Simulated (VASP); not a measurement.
# LaSi2Ir2 (I4/mmm) in VASP: further runs

Runs on LaSi2Ir2. Level: LDA. Tasks: single point.

All numbers are computed with VASP 6.6.1; they aren't measurements. Logs are shortened: lines on timing, memory, paths and dates and some standing lists are left out, and cuts for length are marked.

**1. The cell of the first run**

It takes space group I4/mmm (No. 139, tetragonal). The conventional cell has a = 4.094 Å, b = 4.094 Å, c = 10.248 Å, α = 90.00°, β = 90.00°, γ = 90.00°. Within 4.2 Å of La (site symmetry 4/mmm) lie 10 Si at 3.17 to 3.82 Å and 8 Ir at 3.28 Å and 4 La at 4.09 Å. Si (site symmetry 4mm) has 4 Ir at 2.40 Å and 1 Si at 2.60 Å and 4 La at 3.17 Å within 3.2 Å. Within 3.2 Å of Ir (site symmetry -4m2) lie 4 Si at 2.40 Å and 4 Ir at 2.89 Å.

**2. Single point, LDA**

Contents of INCAR:

```
PREC = Accurate ; ENCUT = 520
EDIFF = 1E-6 ; ISMEAR = -1
SIGMA = 0.1 ; LREAL = False
LASPH = True ; NELM = 100
ALGO = Normal ; ISIF = 2
LWAVE = False ; LCHARG = False
GGA = CA ; NBANDS = 26
```

Contents of KPOINTS:

```
regular mesh
0
Gamma
  9 9 9
```

Contents of POSCAR:

```
LaSi2Ir2
1.0
   -2.0470000000      2.0470000000      5.1240000000
    2.0470000000     -2.0470000000      5.1240000000
    2.0470000000      2.0470000000     -5.1240000000
La Si Ir
1 2 2
Direct
    0.0000000000      0.0000000000      0.0000000000
    0.3730000000      0.3730000000      0.0000000000
    0.6270000000      0.6270000000      0.0000000000
    0.7500000000      0.2500000000      0.5000000000
    0.2500000000      0.7500000000      0.5000000000
```

Potentials or basis: VASP PAW LDA potentials, release 64 (La, Si, Ir).

The run is started by

```console
cat potpaw_LDA.64/La/POTCAR potpaw_LDA.64/Si/POTCAR potpaw_LDA.64/Ir/POTCAR > POTCAR
mpirun -np 1 vasp_std > vasp.out
```

OUTCAR:

```text
PREC = Accurate
   ENCUT = 520
   EDIFF = 1E-6
   ISMEAR = -1
   LREAL = False
   LASPH = True
   NELM = 100
   ISIF = 2
   GGA = CA

 ion  position               nearest neighbor table
   1  0.000  0.000  0.000-   3 3.17   3 3.17   3 3.17   2 3.17   3 3.17   2 3.17   2 3.17   2 3.17
                             5 3.28   4 3.28   5 3.28   4 3.28   4 3.28   4 3.28   5 3.28   5 3.28
   2  0.373  0.373  0.000-   5 2.40   4 2.40   4 2.40   5 2.40   3 2.60   1 3.17   1 3.17   1 3.17
                             1 3.17
   3  0.627  0.627  0.000-   5 2.40   4 2.40   4 2.40   5 2.40   2 2.60   1 3.17   1 3.17   1 3.17
                             1 3.17
   4  0.750  0.250  0.500-   2 2.40   3 2.40   2 2.40   3 2.40   5 2.89   5 2.89   5 2.89   5 2.89
                             1 3.28   1 3.28   1 3.28   1 3.28
   5  0.250  0.750  0.500-   2 2.40   3 2.40   2 2.40   3 2.40   4 2.89   4 2.89   4 2.89   4 2.89
                             1 3.28   1 3.28   1 3.28   1 3.28

  LATTYP: Found a body centered tetragonal cell.
 ALAT       =     4.0940000000
 C/A-ratio  =     2.5031753786

  Lattice vectors:

 A1 = (  -2.0470000000,   2.0470000000,   5.1240000000)
 A2 = (   2.0470000000,  -2.0470000000,   5.1240000000)
 A3 = (   2.0470000000,   2.0470000000,  -5.1240000000)

Analysis of symmetry for initial positions (statically):
=====================================================================
 Subroutine PRICEL returns:
 Original cell was already a primitive cell.

 Routine SETGRP: Setting up the symmetry group for a
 body centered tetragonal supercell.

 Subroutine GETGRP returns: Found 16 space group operations
 (whereof 16 operations were pure point group operations)
 out of a pool of 16 trial point group operations.

The static configuration has the point symmetry D_4h.

Analysis of symmetry for dynamics (positions and initial velocities):
=====================================================================
 Subroutine PRICEL returns:
 Original cell was already a primitive cell.

 Routine SETGRP: Setting up the symmetry group for a
 body centered tetragonal supercell.

 Subroutine GETGRP returns: Found 16 space group operations
 (whereof 16 operations were pure point group operations)
 out of a pool of 16 trial point group operations.

The dynamic configuration has the point symmetry D_4h.

 Subroutine INISYM returns: Found 16 space group operations
 (whereof 16 operations are pure point group operations),
 and found     1 'primitive' translations

----------------------------------------------------------------------------------------

                                     Primitive cell

  volume of cell :      85.8825

  direct lattice vectors                    reciprocal lattice vectors
    -2.047000000  2.047000000  5.124000000     0.000000000  0.244259893  0.097580016
     2.047000000 -2.047000000  5.124000000     0.244259893  0.000000000  0.097580016
     2.047000000  2.047000000 -5.124000000     0.244259893  0.244259893  0.000000000

  length of vectors
     5.885218263  5.885218263  5.885218263     0.263029950  0.263029950  0.345435653

  position of ions in fractional coordinates (direct lattice)
     0.000000000  0.000000000  0.000000000
     0.373000000  0.373000000  0.000000000
     0.627000000  0.627000000  0.000000000
     0.750000000  0.250000000  0.500000000
     0.250000000  0.750000000  0.500000000

  ion indices of the primitive-cell ions
   primitive index   ion index
                 1           1
                 2           2
                 3           3
                 4           4
                 5           5

----------------------------------------------------------------------------------------

 KPOINTS: regular mesh

Automatic generation of k-mesh.
 Grid dimensions read from file:
 generate k-points for:    9    9    9

 Generating k-lattice:

  Cartesian coordinates                     Fractional coordinates (reciprocal lattice)
     0.000000000  0.027139988  0.010842224     0.111111111 -0.000000000  0.000000000
     0.027139988  0.000000000  0.010842224    -0.000000000  0.111111111  0.000000000
     0.027139988  0.027139988  0.000000000     0.000000000  0.000000000  0.111111111

  Length of vectors
     0.029225550  0.029225550  0.038381739

  Shift w.r.t. Gamma in fractional coordinates (k-lattice)
     0.000000000  0.000000000  0.000000000

 Subroutine IBZKPT returns following result:
 ===========================================

 Found     75 irreducible k-points:

 Following reciprocal coordinates:
            Coordinates               Weight
  0.000000  0.000000  0.000000      1.000000
  0.111111  0.000000 -0.000000      8.000000
  0.222222 -0.000000  0.000000      8.000000
  0.333333 -0.000000  0.000000      8.000000
  0.444444 -0.000000  0.000000      8.000000
  0.111111  0.111111 -0.000000      8.000000
[... 16 lines left out ...]
 -0.333333  0.333333  0.000000      4.000000
  0.444444  0.444444  0.000000      8.000000
 [... further k-points ...]
   k-points           NKPTS =     75   k-points in BZ     NKDIM =     75   number of bands    NBANDS=     26
   number of dos      NEDOS =    301   number of ions     NIONS =      5
   total plane-waves  NPLWV = 110592
   dimension x,y,z NGX =    48 NGY =   48 NGZ =   48
   dimension x,y,z NGXF=    96 NGYF=   96 NGZF=   96
   ions per type =               1   2   2
   NGX,Y,Z   is equivalent  to a cutoff of  13.56, 13.56, 13.56 a.u.
   NGXF,Y,Z  is equivalent  to a cutoff of  27.12, 27.12, 27.12 a.u.
 SYSTEM =  unknown system
   PREC   = accura    normal or accurate (medium, high low for compatibility)
   ISTART =      0    job   : 0-new  1-cont  2-samecut
   ICHARG =      2    charge: 1-file 2-atom 10-const
   ISPIN  =      1    spin polarized calculation?
   LNONCOLLINEAR =      F non collinear calculations
   LSORBIT =      F    spin-orbit coupling
   LASPH  =      T    aspherical Exc in radial PAW
   ENCUT  =  520.0 eV  38.22 Ry    6.18 a.u.  10.94 10.94 10.94*2*pi/ulx,y,z
   NELM   =    100;   NELMIN=  2; NELMDL= -5     # of ELM steps
   EDIFF  = 0.1E-05   stopping-criterion for ELM
   LREAL  =      F    real-space projection
   EDIFFG = 0.1E-04   stopping-criterion for IOM
   NSW    =      0    number of steps for IOM
   IBRION =     -1    ionic relax: 0-MD 1-quasi-New 2-CG
   NFREE  =      0    steps in history (QN), initial steepest desc. (CG)
   ISIF   =      2    stress and relaxation
   ISYM   =      2    0-nonsym 1-usesym 2-fastsym
   POTIM  = 0.5000    time-step for ionic-motion
   TEBEG  =    0.0;   TEEND  =   0.0 temperature during run
   PSTRESS=    0.0 pullay stress
   NELECT =      37.0000    total number of electrons
   NUPDOWN=      -1.0000    fix difference up-down
   EMIN   =  10.00;   EMAX   =-10.00  energy-range for DOS
   EFERMI =   0.00;   METHOD = LEGACY
   ISMEAR =    -1;   SIGMA  =   0.10  broadening in eV -4-tet -1-fermi 0-gaus
   EFERMI_NEDOS =   21; number of points for ismear=-14 and -15
   IALGO  =     38    algorithm
   IMIX   =      4    mixing-type and parameters
     AMIX     =   0.40;   BMIX     =  1.00
     AMIX_MAG =   1.60;   BMIX_MAG =  1.00
  volume/ion in A,a.u.               =      17.18       115.91
  Fermi-wavevector in a.u.,A,eV,Ry     =   1.236442  2.336537 20.800440  1.528789
  Thomas-Fermi vector in A             =   2.371050
   LORBIT       =      0    0 simple, 1 ext, 2 COOP (PROOUT), +10 PAW based schemes
   GGA     = CA    functional components
   LHFCALC =     F    Hartree Fock is set to
   AEXX    =    0.0000 exact exchange contribution
   IVDW    =     0    specifies the selected vdW correction
   LEPSILON=     F    determine dielectric tensor
   LRPA    =     F    only Hartree local field effects (RPA)
 non-spin polarized calculation
  energy-cutoff  :      520.00
  volume of cell :       85.88
 maximum number of plane-waves:      2335
 NGX is ok and might be reduce to    48
   NGX = 21   NGY = 21   NGZ = 21

 number of electron      37.0000001 magnetization

 Free energy of the ion-electron system (eV)
  ---------------------------------------------------
  ext. energy  EPLUGINS =         0.00000000
  ---------------------------------------------------
  free energy    TOTEN  =       -43.59618704 eV

  energy without entropy =      -43.53404083  energy(sigma->0) =      -43.56511394

 E-fermi :   9.9659     XC(G=0): -12.0322

 val. band max:        9.9416187509   @ k =   0.4444  -0.0000   0.0000
 cond. band min:       9.9828044908   @ k =  -0.1111   0.4444   0.1111
 fundamental gap:      0.0411857399
 Fermi energy:         9.9658923207

 k-point     1 :       0.0000    0.0000    0.0000
  band No.  band energies     occupation
      1     -22.0215      2.00000
      2      -6.0053      2.00000
      3      -5.8094      2.00000
      4      -5.8094      2.00000
      5      -1.4357      2.00000
      6       1.3428      2.00000
[... 18 lines left out ...]
     25      12.5499      0.00000
     26      12.7208      0.00000

 k-point     2 :       0.1111    0.0000   -0.0000
  band No.  band energies     occupation
      1     -22.0178      2.00000
      2      -6.0058      2.00000
      3      -5.8886      2.00000
      4      -5.8005      2.00000
      5      -1.2483      2.00000
      6       1.3547      2.00000
[... 18 lines left out ...]
     25      12.5658      0.00000
     26      12.7115      0.00000

 k-point     3 :       0.2222   -0.0000    0.0000
  band No.  band energies     occupation
      1     -22.0083      2.00000
      2      -6.0813      2.00000
      3      -5.9962      2.00000
      4      -5.7778      2.00000
      5      -0.7510      2.00000
      6       1.3671      2.00000
[... 572 lines left out ...]
 k-point    23 :      -0.3333    0.3333    0.0000
  band No.  band energies     occupation
      1     -21.9764      2.00000
      2      -6.1969      2.00000
      3      -6.0908      2.00000
      4      -5.9297      2.00000
      5       0.2970      2.00000
      6       1.8632      2.00000
[... 18 lines left out ...]
     25      12.4784      0.00000
     26      12.5611      0.00000

 k-point    24 :       0.4444    0.4444    0.0000
  band No.  band energies     occupation
      1     -21.9634      2.00000
      2      -6.2242      2.00000
      3      -6.1783      2.00000
      4      -5.9148      2.00000
      5       0.4459      2.00000
      6       1.7629      2.00000
[... 18 lines left out ...]
     25      12.5945      0.00000
     26      12.6456      0.00000

 [... further k-points ...]

------------------------ aborting loop because EDIFF is reached ----------------------------------------

  FORCE on cell =-STRESS in cart. coord.  units (eV):
  Direction    XX          YY          ZZ          XY          YZ          ZX
  --------------------------------------------------------------------------------------
  -------------------------------------------------------------------------------------
  Total       -0.9704580     -0.9704580     -1.0261805      0.0000000      0.0000000      0.0000000
  in kB      -18.1043325    -18.1043325    -19.1438615      0.0000000      0.0000000      0.0000000
  external PRESSURE =     -18.4508422 kB  Pullay stress =       0.0000000 kB

 VOLUME and BASIS-vectors are now :
 -----------------------------------------------------------------------------
  energy-cutoff  :      520.00
  volume of cell :       85.88
      direct lattice vectors                 reciprocal lattice vectors
    -2.047000000  2.047000000  5.124000000     0.000000000  0.244259893  0.097580016
     2.047000000 -2.047000000  5.124000000     0.244259893  0.000000000  0.097580016
     2.047000000  2.047000000 -5.124000000     0.244259893  0.244259893  0.000000000

 POSITION                                       TOTAL-FORCE (eV/Angst)
 -----------------------------------------------------------------------------------
      0.00000      0.00000      0.00000         0.000000      0.000000      0.000000
      0.00000      0.00000      3.82250        -0.000000     -0.000000     -0.007782
      0.00000      0.00000      6.42550        -0.000000     -0.000000      0.007782
      0.00000      2.04700      2.56200         0.000000      0.000000      0.000000
      2.04700      0.00000      2.56200         0.000000      0.000000     -0.000000
 -----------------------------------------------------------------------------------
    total drift:                               -0.000000     -0.000000      0.000000

  FREE ENERGIE OF THE ION-ELECTRON SYSTEM (eV)
  ---------------------------------------------------
  free  energy   TOTEN  =       -43.5961870399 eV

  energy  without entropy=      -43.5340408330  energy(sigma->0) =      -43.56511394
```

It took 8.6 min on 1 thread of AMD EPYC 7R13, shared host; peak memory 0.38 GiB.

Results:

```yaml
Free_energy: -43.5962 eV
Pressure: -1.8 GPa
Largest_force: 0.008 eV/Å
```

Forces in eV/Å, atoms in the order of the input:
```
La   0.000  0.000  0.000
Si   0.000  0.000 -0.008
Si   0.000  0.000  0.008
Ir   0.000  0.000  0.000
Ir   0.000  0.000  0.000
```

Stress tensor (GPa, compression positive):
```
-1.81  0.00  0.00
 0.00 -1.81  0.00
 0.00  0.00 -1.91
```

Levels at points of the mesh, in eV from the Fermi level:
```tsv
k point	band 16	band 17	band 18	band 19	band 20	band 21	band 22	band 23
(0.00, 0.00, 0.00)	-1.24	-1.24	-1.22	-0.78	0.48	1.46	1.46	2.43
```

Caveat: spin-orbit coupling is left out, which moves the levels of the heavy elements.

**3. Single point, LDA**

Contents of INCAR:

```
SYSTEM = LaSi2Ir2
  ALGO = Normal
  EDIFF = 1E-6
  ENCUT = 520
  GGA = CA
  ISIF = 2
  ISMEAR = -1
  LASPH = .TRUE.
  LCHARG = .FALSE.
  LREAL = .FALSE.
  LWAVE = .FALSE.
  NBANDS = 26
  NELM = 100
  PREC = Accurate
  SIGMA = 0.1
```

Contents of KPOINTS:

```
k-points
0
G
  9 9 9
  0 0 0
```

POSCAR is that of step 2.

Potentials or basis: VASP PAW LDA potentials, release 64 (La, Si, Ir).

The run is started by

```console
cat potpaw_LDA.64/La/POTCAR potpaw_LDA.64/Si/POTCAR potpaw_LDA.64/Ir/POTCAR > POTCAR
mpirun -np 1 vasp_std > vasp.out
```

It took 7.9 min on 1 thread of AMD EPYC 7R13, shared host; peak memory 0.38 GiB.

Results (log left out):

```
Free energy   : -43.5962 eV
Pressure      : -1.8 GPa
Largest force : 0.008 eV/Å
```

Forces in eV/Å, atoms in the order of the input:
```
La   0.000  0.000  0.000
Si   0.000  0.000 -0.008
Si   0.000  0.000  0.008
Ir   0.000  0.000  0.000
Ir   0.000  0.000  0.000
```

Stress tensor (GPa, compression positive):
```
-1.81  0.00  0.00
 0.00 -1.81  0.00
 0.00  0.00 -1.91
```

Levels at points of the mesh, in eV from the Fermi level:
| k point | band 15 | band 16 | band 17 | band 18 | band 19 | band 20 | band 21 | band 22 | band 23 | band 24 |
| --- | --- | --- | --- | --- | --- | --- | --- | --- | --- | --- |
| (0.00, 0.00, 0.00) | -2.07 | -1.24 | -1.24 | -1.22 | -0.78 | 0.48 | 1.46 | 1.46 | 2.43 | 2.50 |

Caveat: spin-orbit coupling is left out, which moves the levels of the heavy elements.
